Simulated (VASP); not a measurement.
# Sr: single point with PBE

The system is Sr.

```
Sr
1.0
    -2.61900    2.61900    2.61900
     2.61900   -2.61900    2.61900
     2.61900    2.61900   -2.61900
Sr
1
Direct
  0.00000 0.00000 0.00000
```

This cell differs from its parent crystal: strain +0.080 along x and y, +0.080 along z.

* Program: VASP 6.6.1
* Task: single point
* Functional: PBE
* Potentials or basis: VASP PAW PBE potentials, release 64 (Sr_sv)
* Cutoff: 520 eV
* k mesh: 14 × 14 × 14
* Occupations: gaussian, width 0.15 eV
* Spin: no spin polarisation
* Dipole correction: no
* Further INCAR settings: ALGO = Fast; EDIFF = 1e-06; NBANDS = 11

```json
{
 "Pressure": "-2.0 GPa",
 "Band gap on the k mesh": "zero (bands 5 and 6 overlap by 0.23 eV)"
}
```

Levels at points of the mesh, in eV from the Fermi level:
| k point | band 1 | band 2 | band 3 | band 4 | band 5 | band 6 | band 7 | band 8 | band 9 | band 10 |
| --- | --- | --- | --- | --- | --- | --- | --- | --- | --- | --- |
| (0.00, 0.00, 0.00) | -37.19 | -19.10 | -19.10 | -19.10 | -3.23 | 2.03 | 2.03 | 2.03 | 3.07 | 3.07 |
| (0.50, 0.00, 0.00) | -37.19 | -19.17 | -19.12 | -19.10 | -0.88 | -0.03 | 1.16 | 2.81 | 3.39 | 4.25 |
| (0.50, 0.50, 0.50) | -37.18 | -19.15 | -19.15 | -19.15 | 0.14 | 0.14 | 2.70 | 2.70 | 2.70 | 3.98 |

Run time: 39 s on 1 thread of Intel(R) Xeon(R) Platinum 8488C (Sapphire Rapids) (shared host), peak memory 0.25 GiB.

Caveat: the cell differs from its parent crystal (strain +0.080 along x and y, +0.080 along z).
